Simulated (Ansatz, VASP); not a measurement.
Au: VASP beside Ansatz

Contents of INCAR:

```
PREC = Accurate
ENCUT = 500
EDIFF = 1E-7
ISMEAR = 0
SIGMA = 0.1
LREAL = False
LASPH = True
NELM = 120
ALGO = Normal
ISIF = 3
LWAVE = False
LCHARG = False
IBRION = 2
NSW = 100
EDIFFG = -0.05
GGA_COMPAT = False
NELMIN = 4
```

The input KPOINTS:

```
regular mesh
0
Gamma
  8 8 4
```

POSCAR

```
Au
1.0
    1.4113099650     -2.5559330250      0.0000000000
    1.4113099650      2.5559330250      0.0000000000
    0.0000000000      0.0000000000      4.8931696100
Au
2
Direct
    0.6653279700      0.3346720300      0.2500000000
    0.3346720300      0.6653279700      0.7500000000
```

Input for Ansatz:

```yaml
crystal:
  lattice:
    - [1.411309965, -2.555933025, 0.0]
    - [1.411309965, 2.555933025, 0.0]
    - [0.0, 0.0, 4.89316961]
  atoms:
    - { symbol: Au, position: [0.66532797, 0.33467203, 0.25] }
    - { symbol: Au, position: [0.33467203, 0.66532797, 0.75] }
basis:
  ecutwfc: 420
kpoints:
  mp_grid: { grid: [8, 8, 4] }
hamiltonian:
  xc: lda
scf:
  occupations: { method: gaussian, width: 0.1 }
output:
  forces: true
  stress: true
  eigenvalues: true
relax:
  adjacent_minimum: "off"
  f_tol: 0.05
  max_steps: 80
  cell: { stress_tol: 0.5 }
```

Alike in both runs: task relaxation of cell and atoms; functional LDA; k mesh 8 × 8 × 4; occupations gaussian, width 0.1 eV; no spin polarisation.

|  | VASP | Ansatz |
| --- | --- | --- |
| version | VASP 6.6.1 | Ansatz 0.2.0 |
| potentials or method | VASP PAW LDA potentials, release 64 (Au_sv_GW), cutoff 500 eV | scalar-relativistic, plane waves, PAW |
| valence electrons in the cell | 38 | 38 |

VASP gave:

```
gap on the k mesh at the Fermi level, each at its own relaxed structure (eV) : none
relaxed volume (Å³/atom)                                                     : 16.62
relaxed cell length with the largest relative difference (Å)                 : 2.913
```

**Question.** Estimate Ansatz's values.

**Answer.** gap on the k mesh at the Fermi level, each at its own relaxed structure (eV): none; relaxed volume (Å³/atom): 16.64; relaxed cell length with the largest relative difference (Å): 2.931.

LDA's correlation is that of Perdew and Zunger in VASP and of Perdew and Wang (1992) in Ansatz. A gap of «none» marks a metal or a gap that the smearing closes.

Neither program's run includes spin-orbit coupling.
